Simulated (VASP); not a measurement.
# SiH4CO2: single point with PBE+D3(BJ)

SiH4CO2:

```xyz
24
Lattice="8.5096 0.0000 0.0000 0.0000 8.5096 0.0000 0.0000 0.0000 8.5096" Properties=species:S:1:pos:R:3 pbc="T T T"
Si    1.7947    6.2772    5.9386
Si    0.1424    0.3622    0.9083
Si    2.7043    2.6198    3.6307
H     2.5440    7.4783    6.5128
H     0.8972    5.5510    6.7773
H     1.3369    6.5258    4.5021
H     2.7569    5.2064    5.6613
H     0.8655   -0.1473   -0.1626
H     0.9365   -0.1599    2.3507
H    -0.1958    1.8010    0.6653
H    -1.0715   -0.5636    0.7601
H     3.9983    3.2485    3.7605
H     2.2480    2.2048    4.9853
H     2.0713    3.7684    2.9883
H     2.6237    1.5446    2.4654
C     6.8096    3.2351    0.4869
C     4.2981    7.3496    0.9410
C     6.4716    0.1141    3.6546
O     7.2241    3.3444    1.6065
O     6.3370    3.2619   -0.6159
O     3.7389    8.3350    0.7067
O     4.7129    6.2878    1.2377
O     7.2526    0.5365    4.4192
O     5.6894   -0.4278    2.8839
```

```json
{"Program": "VASP 6.6.1", "Task": "single point", "Functional": "PBE", "Dispersion": "D3(BJ)", "Potentials or basis": "VASP PAW PBE potentials, release 64 (Si, H_h, C_h, O_h)", "Cutoff": "1000 eV", "k mesh": "1 × 1 × 1", "Occupations": "fermi-dirac, width 0.05 eV", "Spin": "no spin polarisation"}
```

```json
{
 "Pressure": "-0.8 GPa",
 "Largest force": "4.732 eV/Å",
 "Dispersion energy per atom": "-0.032 eV"
}
```

Forces on the atoms (eV/Å):
```
Si   1.238  0.571 -1.492
Si  -0.474 -1.326  2.503
Si  -0.192 -0.748 -1.366
H   -0.524 -0.456 -0.096
H   -1.142 -0.068  0.830
H   -0.257  0.225  0.698
H    0.700 -0.282  0.025
H    1.493 -0.485 -1.608
H   -1.164  1.042 -1.868
H    0.496 -0.652  0.268
H    0.156  0.657  0.327
H    1.168 -0.141  0.174
H   -0.261 -0.091 -0.142
H   -0.919  0.423  0.081
H    0.266  0.654  1.310
C   -0.765  1.314 -0.050
C   -0.192 -2.196  0.743
C   -2.130 -2.143 -2.025
O   -1.033 -0.152 -2.159
O    1.260 -0.467  2.452
O   -0.149  1.355 -0.570
O    0.136  0.517 -0.605
O   -0.476  0.064 -0.438
O    2.765  2.385  3.010
```

Stress tensor (GPa, compression positive):
```
 0.40 -1.00 -2.24
-1.00 -0.28 -0.10
-2.24 -0.10 -2.63
```

Levels at points of the mesh, in eV from the Fermi level:
| k point | band 34 | band 35 | band 36 | band 37 | band 38 | band 39 |
| --- | --- | --- | --- | --- | --- | --- |
| (0.00, 0.00, 0.00) | -1.59 | -1.56 | -1.27 | 4.15 | 4.73 | 4.93 |

Run time: 5 min on 1 thread of Intel(R) Xeon(R) Platinum 8375C CPU @ 2.90GHz (Ice Lake), on a shared host, peak memory 1.3 GiB.

Caveat: the k points lie up to 0.74 Å⁻¹ apart.
